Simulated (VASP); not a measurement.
Wanted: the native input for a VASP 6.6.1 run.

```
Task                   : single point
Functional             : PBE
Potentials or basis    : VASP PAW PBE potentials, release 64 (Li_sv)
Cutoff                 : 520 eV
k mesh                 : 7 × 7 × 7
Occupations            : methfessel-paxton, width 0.1 eV
Spin                   : no spin polarisation
Dipole correction      : no
Further INCAR settings : ALGO = Normal; EDIFF = 1e-07; NBANDS = 10
```

The structure of Li lies in POSCAR:

```
Li
1.0
   -1.7546500000      1.7546500000      1.7546500000
    1.7546500000     -1.7546500000      1.7546500000
    4.2164067812      4.2164067812     -3.5093000000
Li
2
Direct
    0.0000000000      0.0000000000      0.0000000000
   -0.0838518219     -0.0838518219      0.4161481781
```

The input as run:

INCAR

```
  ALGO = Normal
  EDIFF = 1E-7
  ENCUT = 520
  GGA = PE
  ISIF = 2
  ISMEAR = 1
  LASPH = T
  LCHARG = F
  LREAL = F
  LWAVE = F
  NBANDS = 10
  NELM = 60
  PREC = Accurate
  SIGMA = 0.1
```

KPOINTS

```
k-points
0
Gamma
  7 7 7
```

Potentials or basis: VASP PAW PBE potentials, release 64 (Li_sv).

Command:

```bash
$ cat potpaw_PBE.64/Li_sv/POTCAR > POTCAR
$ mpirun -np 1 vasp_std > vasp.out
```

It gave:

The largest force is 0.148 eV/Å and the band gap on the k mesh is zero (bands 3 and 4 overlap by 3.33 eV).

It took 27 s on 1 thread of Intel Xeon 8259CL (shared host), peak memory 0.18 GiB.
